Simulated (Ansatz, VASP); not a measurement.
# One calculation of Co, two programs

INCAR

```
  PREC = Accurate
  ENCUT = 520
  EDIFF = 1E-6
  ISMEAR = -1
  SIGMA = 0.05
  LREAL = F
  LASPH = T
  NELM = 150
  ALGO = Normal
  ISIF = 2
  LWAVE = F
  LCHARG = T
  ISPIN = 2
  MAGMOM = 1.826
  LORBIT = 11
  LMAXMIX = 4
  GGA = PE
  LELF = T
  LVHAR = T
  NBANDS = 14
```

KPOINTS

```
regular mesh
0
Gamma
  18 18 18
```

Contents of POSCAR:

```
Co
1.0
   -1.4058358675      1.4058358675      1.4058358675
    1.4058358675     -1.4058358675      1.4058358675
    1.4058358675      1.4058358675     -1.4058358675
Co
1
Direct
    0.0000000000      0.0000000000      0.0000000000
```

Input for Ansatz:

```yaml
crystal:
  lattice:
    - [-1.4058358675, 1.4058358675, 1.4058358675]
    - [1.4058358675, -1.4058358675, 1.4058358675]
    - [1.4058358675, 1.4058358675, -1.4058358675]
  atoms:
    - { symbol: Co, position: [0.0, 0.0, 0.0], spin: 1.826 }
hamiltonian:
  xc: pbe
  pseudopotentials:
    kind: paw
    azcp:
      Co: "pseudopotentials/Co.paw.azcp"
basis:
  ecutwfc: 420
  fft_grid_basis: typed
kpoints:
  mp_grid: { grid: [18, 18, 18], shift: [0, 0, 0] }
magnetization:
  spin_polarized: true
scf:
  occupations: { method: fermi_dirac, width: 0.05 }
  lower_state_search: "off"
output:
  stress: true
```

Alike in both runs: task single point; functional PBE; k mesh 18 × 18 × 18; occupations fermi-dirac, width 0.05 eV; collinear spin.

|  | VASP | Ansatz |
| --- | --- | --- |
| version | VASP 6.6.1 | Ansatz 0.2.0 |
| potentials or method | VASP PAW PBE potentials, release 64 (Co), cutoff 520 eV | plane waves (420 eV) with PAW, scalar-relativistic |
| valence electrons in the cell | 9 | 17 |

Ansatz gave:

```
pressure (GPa)                                                : -0.4
net moment per atom (μB)                                      : 1.75
size of the moment on the site where the two differ most (μB) : 1.82
```

Task: Which values does VASP return?

Result: Pressure (GPa): -1.3; net moment per atom (μB): 1.73; size of the moment on the site where the two differ most (μB): 1.75.

Site moments also hang on the region over which each program counts them. VASP's potentials hold 9 valence electrons a cell and Ansatz's 17, so a difference there can come from the potentials and not from the codes.
